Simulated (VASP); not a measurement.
# Ag (Fm-3m) in VASP: further runs

Ag is run at these levels: LDA; tasks: single point, relaxation of cell and atoms.

Program: VASP 6.6.1. These are calculated values, not measurements. Logs are shortened: lines on timing, memory, paths and dates and some standing lists are left out, and cuts for length are marked.

## Step 1: The cell of the first run

Symmetry: Fm-3m, No. 225, cubic system. Conventional cell: a = 4.002 Å, b = 4.002 Å, c = 4.002 Å, α = 90.00°, β = 90.00°, γ = 90.00°. Ag (site symmetry m-3m) has 12 Ag at 2.83 Å within 3.7 Å.

## Step 2: Single point, LDA

Input file INCAR:

```
SYSTEM = Ag
ALGO = Fast
EDIFF = 1E-6
ENCUT = 520
ISIF = 2
ISMEAR = 0
LASPH = .True.
LCHARG = .False.
LREAL = .False.
LWAVE = .False.
NBANDS = 12
NELM = 60
PREC = Accurate
SIGMA = 0.1
```

Input file KPOINTS:

```
k-points
0
Gamma
  18 18 18
  0 0 0
```

Input file POSCAR:

```
Ag
1.0
    0.0000000000      2.0010172020      2.0010172020
    2.0010172020      0.0000000000      2.0010172020
    2.0010172020      2.0010172020      0.0000000000
Ag
1
Direct
    0.0000000000      0.0000000000      0.0000000000
```

Potentials or basis: VASP PAW LDA potentials, release 64 (Ag).

Started as:

```sh
cat potpaw_LDA.64/Ag/POTCAR > POTCAR
mpirun -np 1 vasp_std > vasp.out
```

OUTCAR:

```text
SYSTEM = Ag
   EDIFF = 1E-6
   ENCUT = 520
   ISIF = 2
   ISMEAR = 0
   LASPH = .True.
   LREAL = .False.
   NELM = 60
   PREC = Accurate

 ion  position               nearest neighbor table
   1  0.000  0.000  0.000-

  LATTYP: Found a face centered cubic cell.
 ALAT       =     4.0020344040

  Lattice vectors:

 A1 = (   0.0000000000,   2.0010172020,   2.0010172020)
 A2 = (   2.0010172020,   0.0000000000,   2.0010172020)
 A3 = (   2.0010172020,   2.0010172020,   0.0000000000)

Analysis of symmetry for initial positions (statically):
=====================================================================
 Subroutine PRICEL returns:
 Original cell was already a primitive cell.

 Routine SETGRP: Setting up the symmetry group for a
 face centered cubic supercell.

 Subroutine GETGRP returns: Found 48 space group operations
 (whereof 48 operations were pure point group operations)
 out of a pool of 48 trial point group operations.

The static configuration has the point symmetry O_h .

Analysis of symmetry for dynamics (positions and initial velocities):
=====================================================================
 Subroutine PRICEL returns:
 Original cell was already a primitive cell.

 Routine SETGRP: Setting up the symmetry group for a
 face centered cubic supercell.

 Subroutine GETGRP returns: Found 48 space group operations
 (whereof 48 operations were pure point group operations)
 out of a pool of 48 trial point group operations.

The dynamic configuration has the point symmetry O_h .

 Subroutine INISYM returns: Found 48 space group operations
 (whereof 48 operations are pure point group operations),
 and found     1 'primitive' translations

----------------------------------------------------------------------------------------

                                     Primitive cell

  volume of cell :      16.0244

  direct lattice vectors                    reciprocal lattice vectors
     0.000000000  2.001017202  2.001017202    -0.249872914  0.249872914  0.249872914
     2.001017202  0.000000000  2.001017202     0.249872914 -0.249872914  0.249872914
     2.001017202  2.001017202  0.000000000     0.249872914  0.249872914 -0.249872914

  length of vectors
     2.829865666  2.829865666  2.829865666     0.432792583  0.432792583  0.432792583

  position of ions in fractional coordinates (direct lattice)
     0.000000000  0.000000000  0.000000000

  ion indices of the primitive-cell ions
   primitive index   ion index
                 1           1

----------------------------------------------------------------------------------------

 KPOINTS: k-points

Automatic generation of k-mesh.
 Grid dimensions read from file:
 generate k-points for:   18   18   18

 Generating k-lattice:

  Cartesian coordinates                     Fractional coordinates (reciprocal lattice)
    -0.013881829  0.013881829  0.013881829     0.055555556  0.000000000  0.000000000
     0.013881829 -0.013881829  0.013881829     0.000000000  0.055555556  0.000000000
     0.013881829  0.013881829 -0.013881829     0.000000000  0.000000000  0.055555556

  Length of vectors
     0.024044032  0.024044032  0.024044032

  Shift w.r.t. Gamma in fractional coordinates (k-lattice)
     0.000000000  0.000000000  0.000000000

 Subroutine IBZKPT returns following result:
 ===========================================

 Found    195 irreducible k-points:

 Following reciprocal coordinates:
            Coordinates               Weight
  0.000000  0.000000  0.000000      1.000000
  0.055556  0.000000  0.000000      8.000000
  0.111111  0.000000  0.000000      8.000000
  0.166667  0.000000  0.000000      8.000000
  0.222222  0.000000  0.000000      8.000000
  0.277778  0.000000  0.000000      8.000000
[... 16 lines left out ...]
 -0.277778  0.055556  0.000000     24.000000
 -0.222222  0.055556  0.000000     24.000000
 [... further k-points ...]
   k-points           NKPTS =    195   k-points in BZ     NKDIM =    195   number of bands    NBANDS=     12
   number of dos      NEDOS =    301   number of ions     NIONS =      1
   total plane-waves  NPLWV =  13824
   dimension x,y,z NGX =    24 NGY =   24 NGZ =   24
   dimension x,y,z NGXF=    48 NGYF=   48 NGZF=   48
   ions per type =               1
   NGX,Y,Z   is equivalent  to a cutoff of  14.10, 14.10, 14.10 a.u.
   NGXF,Y,Z  is equivalent  to a cutoff of  28.20, 28.20, 28.20 a.u.
 SYSTEM =  Ag
   PREC   = accura    normal or accurate (medium, high low for compatibility)
   ISTART =      0    job   : 0-new  1-cont  2-samecut
   ICHARG =      2    charge: 1-file 2-atom 10-const
   ISPIN  =      1    spin polarized calculation?
   LNONCOLLINEAR =      F non collinear calculations
   LSORBIT =      F    spin-orbit coupling
   LASPH  =      T    aspherical Exc in radial PAW
   ENCUT  =  520.0 eV  38.22 Ry    6.18 a.u.   5.26  5.26  5.26*2*pi/ulx,y,z
   NELM   =     60;   NELMIN=  2; NELMDL= -5     # of ELM steps
   EDIFF  = 0.1E-05   stopping-criterion for ELM
   LREAL  =      F    real-space projection
[... 7 lines left out ...]
   TEBEG  =    0.0;   TEEND  =   0.0 temperature during run
   PSTRESS=    0.0 pullay stress
   NELECT =      11.0000    total number of electrons
   NUPDOWN=      -1.0000    fix difference up-down
   EMIN   =  10.00;   EMAX   =-10.00  energy-range for DOS
   EFERMI =   0.00;   METHOD = LEGACY
   ISMEAR =     0;   SIGMA  =   0.10  broadening in eV -4-tet -1-fermi 0-gaus
   EFERMI_NEDOS =   21; number of points for ismear=-14 and -15
   IALGO  =     68    algorithm
   IMIX   =      4    mixing-type and parameters
     AMIX     =   0.40;   BMIX     =  1.00
     AMIX_MAG =   1.60;   BMIX_MAG =  1.00
  volume/ion in A,a.u.               =      16.02       108.14
  Fermi-wavevector in a.u.,A,eV,Ry     =   1.444148  2.729043 28.375796  2.085562
  Thomas-Fermi vector in A             =   2.562475
   LORBIT       =      0    0 simple, 1 ext, 2 COOP (PROOUT), +10 PAW based schemes
   GGA     = CA    functional components
   LHFCALC =     F    Hartree Fock is set to
   AEXX    =    0.0000 exact exchange contribution
   IVDW    =     0    specifies the selected vdW correction
   LEPSILON=     F    determine dielectric tensor
   LRPA    =     F    only Hartree local field effects (RPA)
 non-spin polarized calculation
 RMM-DIIS sequential band-by-band and
 Gauss-broadening in eV      SIGMA  =   0.10
  energy-cutoff  :      520.00
  volume of cell :       16.02
 maximum number of plane-waves:       444
 NGX is ok and might be reduce to    24
   NGX = 11   NGY = 11   NGZ = 11

 number of electron      11.0000002 magnetization

 Free energy of the ion-electron system (eV)
  ---------------------------------------------------
  ext. energy  EPLUGINS =         0.00000000
  ---------------------------------------------------
  free energy    TOTEN  =        -3.78476138 eV

  energy without entropy =       -3.78380693  energy(sigma->0) =       -3.78428415

 E-fermi :   9.0291     XC(G=0): -12.9517

 val. band max:        8.9921208831   @ k =   0.5000   0.2778   0.1111
 cond. band min:       9.1843453991   @ k =   0.5000   0.1111   0.0000
 fundamental gap:      0.1922245159
 Fermi energy:         9.0291002642

 k-point     1 :       0.0000    0.0000    0.0000
  band No.  band energies     occupation
      1       0.7546      2.00000
      2       4.0438      2.00000
      3       4.0438      2.00000
      4       4.0438      2.00000
      5       5.2202      2.00000
      6       5.2202      2.00000
      7      25.1868      0.00000
      8      29.0634      0.00000
      9      29.0634      0.00000
     10      29.0634      0.00000
     11      34.2410      0.00000
     12      35.6626      0.00000

 k-point     2 :       0.0556    0.0000    0.0000
  band No.  band energies     occupation
      1       0.8564      2.00000
      2       4.0175      2.00000
      3       4.0739      2.00000
      4       4.0739      2.00000
      5       5.2079      2.00000
      6       5.2079      2.00000
      7      25.2338      0.00000
      8      28.2429      0.00000
      9      29.1267      0.00000
     10      29.1267      0.00000
     11      34.4374      0.00000
     12      35.4992      0.00000

 k-point     3 :       0.1111    0.0000    0.0000
  band No.  band energies     occupation
      1       1.1508      2.00000
      2       3.9553      2.00000
      3       4.1526      2.00000
      4       4.1526      2.00000
      5       5.1834      2.00000
      6       5.1834      2.00000
      7      25.1325      0.00000
      8      26.7607      0.00000
      9      29.2918      0.00000
     10      29.2918      0.00000
     11      33.5205      0.00000
     12      34.9636      0.00000

 k-point     4 :       0.1667    0.0000    0.0000
  band No.  band energies     occupation
      1       1.5922      2.00000
      2       3.9165      2.00000
      3       4.2404      2.00000
      4       4.2404      2.00000
      5       5.1863      2.00000
      6       5.1863      2.00000
      7      23.8071      0.00000
      8      26.1947      0.00000
      9      29.4755      0.00000
     10      29.4755      0.00000
     11      32.6512      0.00000
     12      34.1261      0.00000

 k-point     5 :       0.2222    0.0000    0.0000
  band No.  band energies     occupation
      1       2.0543      2.00000
      2       4.0431      2.00000
      3       4.2786      2.00000
      4       4.2786      2.00000
      5       5.2724      2.00000
      6       5.2724      2.00000
      7      21.7351      0.00000
      8      26.0430      0.00000
      9      29.5167      0.00000
     10      29.5167      0.00000
     11      32.4090      0.00000
     12      33.2838      0.00000

 k-point     6 :       0.2778    0.0000    0.0000
  band No.  band energies     occupation
      1       2.3253      2.00000
      2       4.2442      2.00000
      3       4.2442      2.00000
      4       4.5577      2.00000
      5       5.4562      2.00000
      6       5.4562      2.00000
      7      19.5531      0.00000
      8      25.6928      0.00000
      9      29.2248      0.00000
     10      29.2248      0.00000
     11      32.7759      0.00000
     12      32.7786      0.00000

 k-point     7 :       0.3333    0.0000    0.0000
  band No.  band energies     occupation
      1       2.3685      2.00000
      2       4.1696      2.00000
      3       4.1696      2.00000
      4       5.4928      2.00000
      5       5.6886      2.00000
      6       5.6886      2.00000
      7      17.4068      0.00000
      8      25.2317      0.00000
      9      28.6354      0.00000
     10      28.6354      0.00000
     11      32.6566      0.00000
     12      32.6566      0.00000

 k-point     8 :       0.3889    0.0000    0.0000
  band No.  band energies     occupation
      1       2.3202      2.00000
      2       4.0931      2.00000
      3       4.0931      2.00000
      4       5.9072      2.00000
      5       5.9072      2.00000
      6       6.6705      2.00000
      7      15.4041      0.00000
      8      24.8188      0.00000
      9      28.0142      0.00000
     10      28.0142      0.00000
     11      32.7191      0.00000
     12      32.7191      0.00000
[... 166 lines left out ...]
 k-point    20 :      -0.4444    0.0556    0.0000
  band No.  band energies     occupation
      1       2.3178      2.00000
      2       3.9937      2.00000
      3       4.0728      2.00000
      4       5.8764      2.00000
      5       6.0472      2.00000
      6       8.4816      2.00000
      7      13.3677      0.00000
      8      24.4378      0.00000
      9      26.7072      0.00000
     10      27.4312      0.00000
     11      33.0116      0.00000
     12      33.1965      0.00000

 k-point    21 :      -0.3889    0.0556    0.0000
  band No.  band energies     occupation
      1       2.3638      2.00000
      2       4.0446      2.00000
      3       4.1106      2.00000
      4       5.7210      2.00000
      5       5.8744      2.00000
      6       7.4614      2.00000
      7      14.8440      0.00000
      8      24.6090      0.00000
      9      26.7999      0.00000
     10      28.1414      0.00000
     11      32.8254      0.00000
     12      33.0279      0.00000

 k-point    22 :      -0.3333    0.0556    0.0000
  band No.  band energies     occupation
      1       2.4243      2.00000
      2       4.1207      2.00000
      3       4.1797      2.00000
      4       5.3103      2.00000
      5       5.6340      2.00000
      6       6.4823      2.00000
      7      16.7749      0.00000
      8      24.9126      0.00000
      9      27.1624      0.00000
     10      29.1377      0.00000
     11      32.5549      0.00000
     12      32.6025      0.00000

 k-point    23 :      -0.2778    0.0556    0.0000
  band No.  band energies     occupation
      1       2.4342      2.00000
      2       4.1889      2.00000
      3       4.2617      2.00000
      4       4.6450      2.00000
      5       5.3742      2.00000
      6       5.8987      2.00000
      7      18.8911      0.00000
      8      25.2835      0.00000
      9      27.7097      0.00000
     10      30.3070      0.00000
     11      31.9190      0.00000
     12      32.2533      0.00000

 k-point    24 :      -0.2222    0.0556    0.0000
  band No.  band energies     occupation
      1       2.2570      2.00000
      2       4.0166      2.00000
      3       4.3189      2.00000
      4       4.3256      2.00000
      5       5.1591      2.00000
      6       5.5643      2.00000
      7      21.0759      0.00000
      8      25.6213      0.00000
      9      28.2618      0.00000
     10      31.0182      0.00000
     11      31.3631      0.00000
     12      32.4917      0.00000

 [... further k-points ...]
[... 5 lines left out ...]
  --------------------------------------------------------------------------------------
  -------------------------------------------------------------------------------------
  Total        0.0111530      0.0111530      0.0111530      0.0000000      0.0000000      0.0000000
  in kB        1.1151188      1.1151188      1.1151188      0.0000000      0.0000000      0.0000000
  external PRESSURE =       1.1151188 kB  Pullay stress =       0.0000000 kB

 VOLUME and BASIS-vectors are now :
 -----------------------------------------------------------------------------
  energy-cutoff  :      520.00
  volume of cell :       16.02
      direct lattice vectors                 reciprocal lattice vectors
     0.000000000  2.001017202  2.001017202    -0.249872914  0.249872914  0.249872914
     2.001017202  0.000000000  2.001017202     0.249872914 -0.249872914  0.249872914
     2.001017202  2.001017202  0.000000000     0.249872914  0.249872914 -0.249872914

 POSITION                                       TOTAL-FORCE (eV/Angst)
 -----------------------------------------------------------------------------------
      0.00000      0.00000      0.00000         0.000000      0.000000      0.000000
 -----------------------------------------------------------------------------------
    total drift:                               -0.000000      0.000000      0.000000

  FREE ENERGIE OF THE ION-ELECTRON SYSTEM (eV)
  ---------------------------------------------------
  free  energy   TOTEN  =        -3.7847613849 eV

  energy  without entropy=       -3.7838069251  energy(sigma->0) =       -3.78428415
```

It took 27 s on 1 thread of Intel Xeon Platinum 8259CL at 2.50GHz (Skylake/Cascade Lake), shared host; peak memory 0.15 GiB.

What came out:

| Quantity | Value |
| --- | --- |
| Free energy | -3.7848 eV |
| Pressure | 0.1 GPa |

Levels at points of the mesh, in eV from the Fermi level:
| k point | band 4 | band 5 | band 6 | band 7 | band 8 | band 9 |
| --- | --- | --- | --- | --- | --- | --- |
| (0.00, 0.00, 0.00) | -4.99 | -3.81 | -3.81 | 16.16 | 20.03 | 20.03 |
| (0.50, 0.00, 0.00) | -2.91 | -2.91 | -0.59 | 3.95 | 15.42 | 18.39 |
| (0.50, 0.50, 0.00) | -2.68 | -2.68 | 1.50 | 7.24 | 10.89 | 10.89 |

## Step 3: Relaxation of cell and atoms, LDA

This run uses another cell than the first one, of 17.05 Å³/atom, 1.064 times its volume.

Input file INCAR:

```
  PREC = Accurate
  ENCUT = 600
  EDIFF = 1E-6
  ISMEAR = 0
  SIGMA = 0.1
  LREAL = F
  LASPH = T
  NELM = 100
  ALGO = Fast
  ISIF = 3
  LWAVE = F
  LCHARG = F
  IBRION = 2
  NSW = 100
  EDIFFG = -0.005
```

Input file KPOINTS:

```
regular mesh
0
Gamma
  18 18 18
```

Input file POSCAR:

```
Ag
1.0
    0.0000000000      2.0427500000      2.0427500000
    2.0427500000      0.0000000000      2.0427500000
    2.0427500000      2.0427500000      0.0000000000
Ag
1
Direct
    0.0000000000      0.0000000000      0.0000000000
```

Potentials or basis: VASP PAW LDA potentials, release 64 (Ag).

Started as:

```sh
cat potpaw_LDA.64/Ag/POTCAR > POTCAR
mpirun -np 1 vasp_std > vasp.out
```

Wall time 80 s (1 thread of Intel Xeon Platinum 8259CL at 2.50GHz (Skylake/Cascade Lake), shared host); peak memory 0.17 GiB.

Results (log left out):

```
Free energy                            : -3.7850 eV
Relaxed volume                         : 16.04 Å³/atom
Relaxed cell                           : a = 2.831 Å, b = 2.831 Å, c = 2.831 Å, α = 60.00°, β = 60.00°, γ = 60.00°
Space group after relaxing (to 0.05 Å) : Fm-3m (No. 225)
Energy gained by relaxing              : 24.0 meV/atom
Ionic steps                            : 7
Pressure after relaxing                : 0.0 GPa
```

The path:
```
step  energy change (eV)  largest force (eV/Å)  pressure (GPa)  volume (Å³)
   1              0.0000                0.0000           -6.97        17.05
   2             -0.0067                0.0000            7.83        15.28
   3             -0.0240                0.0000           -0.59        16.04
   4             -0.0239                0.0000            0.52        15.98
   5             -0.0240                0.0000            0.28        16.01
   6             -0.0240                0.0000           -0.24        16.07
   7             -0.0240                0.0000            0.01        16.04
```

Final structure:
```yaml
crystal:
  lattice:
    - [0.00000, 2.00170, 2.00170]
    - [2.00170, 0.00000, 2.00170]
    - [2.00170, 2.00170, 0.00000]
  atoms:
    - { symbol: Ag, position: [0.00000, 0.00000, 0.00000] }
```

Levels at points of the mesh, in eV from the Fermi level:
```tsv
k point	band 4	band 5	band 6	band 7	band 8	band 9
(0.00, 0.00, 0.00)	-4.98	-3.81	-3.81	16.16	20.03	20.03
(0.50, 0.00, 0.00)	-2.91	-2.91	-0.58	3.95	15.42	18.38
(0.50, 0.50, 0.00)	-2.68	-2.68	1.51	7.23	10.89	10.89
```
